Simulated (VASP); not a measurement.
A run of VASP 6.6.1 is set up as follows.

Contents of POSCAR:

```
CdI2
1.0
    4.2440000000      0.0000000000      0.0000000000
   -2.1220000000      3.6754118137      0.0000000000
    0.0000000000      0.0000000000      6.8590000000
Cd I
1 2
Direct
    0.0000000000      0.0000000000      0.0000000000
    0.3333333333      0.6666666667      0.2492000000
    0.6666666667      0.3333333333      0.7508000000
```

The input INCAR.step1:

```
SYSTEM = CdI2
ALGO = Normal
EDIFF = 1E-5
EDIFFG = -0.005
ENCUT = 550
GGA = PE
GGA_COMPAT = .FALSE.
IBRION = 2
ISIF = 3
ISMEAR = 0
LASPH = .TRUE.
LCHARG = .FALSE.
LREAL = .FALSE.
LWAVE = .TRUE.
NELM = 120
NELMIN = 4
NSW = 100
PREC = Accurate
SIGMA = 0.02
```

INCAR.step2

```
SYSTEM = CdI2
ALGO = Normal
EDIFF = 1E-7
EDIFFG = -0.005
ENCUT = 550
GGA_COMPAT = .FALSE.
IBRION = 2
ISIF = 3
ISMEAR = 0
ISTART = 1
LASPH = .TRUE.
LCHARG = .FALSE.
LMIXTAU = .TRUE.
LREAL = .FALSE.
LWAVE = .FALSE.
METAGGA = R2SCAN
NELM = 120
NELMIN = 4
NSW = 100
PREC = Accurate
SIGMA = 0.02
```

File KPOINTS:

```
k-points
0
G
  6 6 4
  0 0 0
```

Potentials or basis: VASP PAW PBE potentials, release 64 (Cd, I).

Command:

```console
$ cat potpaw_PBE.64/Cd/POTCAR potpaw_PBE.64/I/POTCAR > POTCAR
$ cp INCAR.step1 INCAR
$ mpirun -np 1 vasp_std > vasp.out
$ cp INCAR.step2 INCAR
$ mpirun -np 1 vasp_std > vasp.out
```

Question: What does it give for the relaxed cell?

Answer: a = 4.292 Å, b = 4.292 Å, c = 7.177 Å, α = 90.00°, β = 90.00°, γ = 120.00°.

Question: Estimate the relaxed volume.

Answer: 38.17 Å³/atom.

Question: Estimate the space group after relaxing (to 0.1 Å).

Answer: P-3m1 (No. 164).

Final structure:
```cif
data_structure
_symmetry_space_group_name_H-M 'P 1'
_symmetry_Int_Tables_number 1
_cell_length_a 4.2924
_cell_length_b 4.2924
_cell_length_c 7.1773
_cell_angle_alpha 90.000
_cell_angle_beta 90.000
_cell_angle_gamma 120.000
_cell_volume 114.52
loop_
_atom_site_label
_atom_site_type_symbol
_atom_site_fract_x
_atom_site_fract_y
_atom_site_fract_z
_atom_site_occupancy
Cd1 Cd 0.00000 0.00000 0.00000 1
I1 I 0.33333 0.66667 0.23932 1
I2 I 0.66667 0.33333 0.76068 1
```

Caveat: the PAW data sets were made with another functional, which shifts forces and pressure a little. Zero-point motion and thermal expansion aren't in these numbers.
